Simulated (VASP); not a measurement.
As, 2 atoms in the cell. It takes space group R-3m (No. 166, trigonal). The conventional cell has a = 3.759 Å, b = 3.759 Å, c = 10.457 Å, α = 90.00°, β = 90.00°, γ = 120.00°. As (site symmetry 3m) has 6 As at 2.53 to 3.08 Å within 3.3 Å. 

```yaml
Program: VASP 6.6.1
Task: single point
Functional: PBE
Potentials_or_basis: VASP PAW PBE potentials, release 64 (As_d)
Cutoff: 600 eV
k_mesh: 11 × 11 × 11
Occupations: fermi-dirac, width 0.05 eV
Spin: no spin polarisation
Dipole_correction: no
Second_run: valence_matched
Further_INCAR_settings: ALGO = Normal; EDIFF = 1e-06; NBANDS = 22
```

Potentials or basis: VASP PAW PBE potentials, release 64 (As_d).

Command:

```bash
$ cat potpaw_PBE.64/As_d/POTCAR > POTCAR
$ mpirun -np 1 vasp_std > vasp.out
```

Hardware: 1 thread of Intel(R) Xeon(R) 6975P-C (Granite Rapids) (shared host).

Problem. How long does it take, and how much memory?

Solution. Run time: 57 s on 1 thread of Intel(R) Xeon(R) 6975P-C (Granite Rapids), with other jobs on the host, peak memory 0.29 GiB. Counts: scf iterations 11, k points 146.
